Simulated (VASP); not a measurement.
# BaTiO3: single point with r2SCAN

The system is BaTiO3.

```
Ba Ti O
1.0
     3.99410    0.00000    0.00000
     0.00000    3.99410    0.00000
     0.00000    0.00000    3.99410
Ba Ti O
1 1 3
Direct
  0.50000 0.50000 0.50000
  0.00000 0.00000 0.00000
  0.50000 0.00000 0.00000
  0.00000 0.50000 0.00000
  0.00000 0.00000 0.50000
```

```
Program             : VASP 6.6.1
Task                : single point
Functional          : r2SCAN
Potentials or basis : VASP PAW PBE potentials, release 64 (Ba_sv, Ti_sv, O)
Cutoff              : 520 eV
k mesh              : 6 × 6 × 6
Occupations         : gaussian, width 0.01 eV
Spin                : no spin polarisation
```

```yaml
Pressure: 2.0 GPa
Band_gap_on_the_k_mesh: 2.15 eV (least direct gap 2.30 eV)
```

Levels at points of the mesh, in eV from the valence-band top:
```csv
k point,band 18,band 19,band 20,band 21,band 22,band 23
"(0.00, 0.00, 0.00)",-0.15,-0.15,-0.15,2.15,2.15,2.15
"(0.50, 0.00, 0.00)",-1.83,-0.75,-0.75,2.30,3.88,3.88
"(0.50, 0.50, 0.00)",-0.88,-0.88,-0.09,3.89,3.89,4.34
"(0.50, 0.50, 0.50)",0.00,0.00,0.00,4.58,4.58,4.58
```

It took 5.1 min on 1 thread of Intel Xeon 8259CL (shared host), peak memory 0.2 GiB.

Caveat: the PAW data sets were made with another functional, which shifts forces and pressure a little; spin-orbit coupling is left out, which moves the levels of the heavy elements. A k mesh can miss the band edges.
